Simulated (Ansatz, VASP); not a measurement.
## GaP: VASP beside Ansatz

The input INCAR:

```
PREC     = Accurate       # precision mode
ENCUT    = 500            # plane-wave cutoff, eV
EDIFF    = 1E-7           # SCF threshold, eV
ISMEAR   = 0              # smearing method
SIGMA    = 0.02           # smearing width, eV
LREAL    = F              # projectors in reciprocal space
LASPH    = T              # aspherical terms in the spheres
NELM     = 120            # most SCF steps
ALGO     = Normal         # electronic algorithm
ISIF     = 3              # what is computed and relaxed
LWAVE    = F              # write WAVECAR
LCHARG   = F              # write CHGCAR
GGA      = PE             # functional
IBRION   = 2              # ionic algorithm
NSW      = 100            # ionic steps
EDIFFG   = -0.002         # ionic threshold
GGA_COMPAT= F            
NELMIN   = 4
```

Contents of KPOINTS:

```
regular mesh
0
Gamma
  8 8 8
```

File POSCAR:

```
GaP
1.0
    0.0000000000      2.7252500000      2.7252500000
    2.7252500000      0.0000000000      2.7252500000
    2.7252500000      2.7252500000      0.0000000000
Ga P
1 1
Direct
    0.0000000000      0.0000000000      0.0000000000
    0.2500000000      0.2500000000      0.2500000000
```

Input for Ansatz:

```yaml
crystal:
  lattice:
    - [0.0, 2.72525, 2.72525]
    - [2.72525, 0.0, 2.72525]
    - [2.72525, 2.72525, 0.0]
  atoms:
    - { symbol: Ga, position: [0.0, 0.0, 0.0] }
    - { symbol: P, position: [0.25, 0.25, 0.25] }
basis:
  ecutwfc: 420
kpoints:
  mp_grid: { grid: [8, 8, 8] }
hamiltonian:
  xc: pbe
scf:
  occupations: { method: gaussian, width: 0.02 }
  mixing: { beta: 0.2 }
  n_extra_bands: 16
output:
  forces: true
  stress: true
  eigenvalues: true
relax:
  adjacent_minimum: "off"
  f_tol: 0.002
  max_steps: 80
  cell: { stress_tol: 0.02 }
```

Alike in both runs: task relaxation of cell and atoms; functional PBE; k mesh 8 × 8 × 8; occupations gaussian, width 0.02 eV; no spin polarisation.

|  | VASP | Ansatz |
| --- | --- | --- |
| version | VASP 6.6.1 | Ansatz 0.2.0 |
| potentials or method | VASP PAW PBE potentials, release 64 (Ga_d, P), cutoff 500 eV | scalar-relativistic, plane waves, PAW |
| valence electrons in the cell | 18 | 18 |

```tsv
	VASP	Ansatz	Ansatz less VASP
gap on the k mesh at the Fermi level, each at its own relaxed structure (eV)	1.58	1.58	-0.001
relaxed volume (Å³/atom)	20.86	20.86	+0.009
relaxed cell length with the largest relative difference (Å)	3.893	3.893	+0.0005
```
